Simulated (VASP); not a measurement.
Set up this calculation in VASP 6.6.1, as the native input.

```
Task                   : single point
Functional             : PBE
Potentials or basis    : VASP PAW PBE potentials, release 64 (B)
Cutoff                 : 520 eV
k mesh                 : 9 × 9 × 9
Occupations            : gaussian, width 0.02 eV
Spin                   : no spin polarisation
Dipole correction      : no
Further INCAR settings : ALGO = Normal; EDIFF = 1e-07; NBANDS = 30
```

The structure of B lies in POSCAR:

```
B
1.0
    2.4494682504      1.4142011538      4.1820352155
   -2.4494682504      1.4142011538      4.1820352155
    0.0000000000     -2.8284023075      4.1820352155
B
12
Direct
    0.0102682828      0.6540770927      0.0102682828
    0.0102682828      0.0102682828      0.6540770927
    0.6540770927      0.0102682828      0.0102682828
    0.9897317172      0.3459229073      0.9897317172
    0.3459229073      0.9897317172      0.9897317172
    0.9897317172      0.9897317172      0.3459229073
    0.2210250298      0.6306283566      0.2210250298
    0.2210250298      0.2210250298      0.6306283566
    0.6306283566      0.2210250298      0.2210250298
    0.7789749702      0.3693716434      0.7789749702
    0.3693716434      0.7789749702      0.7789749702
    0.7789749702      0.7789749702      0.3693716434
```

These files were run (other wordings do the same):

INCAR

```
SYSTEM = B
  PREC = Accurate
  ENCUT = 520
  EDIFF = 1E-7
  ISMEAR = 0
  SIGMA = 0.02
  LREAL = .False.
  LASPH = .True.
  NELM = 80
  ALGO = Normal
  ISIF = 2
  LWAVE = .False.
  LCHARG = .True.
  GGA = PE
  LELF = .True.
  LVHAR = .True.
  NBANDS = 30
```

KPOINTS

```
Automatic mesh
0
Gamma
  9 9 9
  0 0 0
```

Potentials or basis: VASP PAW PBE potentials, release 64 (B).

Run with:

```sh
$ cat potpaw_PBE.64/B/POTCAR > POTCAR
$ mpirun -np 1 vasp_std > vasp.out
```

Results of the run:

```json
{
 "Pressure": "0.1 GPa",
 "Largest force": "0.013 eV/Å",
 "Band gap on the k mesh": "1.46 eV (least direct gap 1.84 eV)"
}
```

Caveat: an odd mesh through Γ misses points on the zone boundary, where band edges can lie.

It took 7.2 min on 1 thread of Intel Xeon 8259CL, with other jobs on the host, peak memory 0.32 GiB.
